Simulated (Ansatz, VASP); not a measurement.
# I: VASP beside Ansatz

```
CELL_PARAMETERS angstrom
0.00000 2.36560 3.90984
2.19225 0.00000 3.90984
2.19225 2.36560 0.00000
ATOMIC_POSITIONS crystal
I 0.00000 0.00000 0.00000
```

Alike in both runs: task single point; functional PBEsol; k mesh 5 × 5 × 5; occupations fermi-dirac, width 0.03 eV; no spin polarisation.

|  | VASP | Ansatz |
| --- | --- | --- |
| version | VASP 6.6.1 | Ansatz 0.2.0 |
| potentials or method | VASP PAW PBE potentials, release 64 (I), cutoff 520 eV | all-electron LAPW, scalar-relativistic |

```tsv
	VASP	Ansatz	Ansatz less VASP
gap on the k mesh at the Fermi level (eV)	none	none	-
pressure (GPa)	-1.5	-1.5	+0.02
traceless stress, the component that is largest in VASP (GPa)	-1.10	-1.10	+0.002
```

VASP's potentials were made for PBE, not for PBEsol. A gap of «none» marks a metal or a gap that the smearing closes. Ansatz ran all-electron here, and VASP with PAW potentials.

The k mesh is coarse, so the values compare programs but aren't converged. Spin-orbit coupling is off throughout. Noted on Ansatz's run: the k mesh is thin for a metal, which can move the energy by tens of meV per atom.
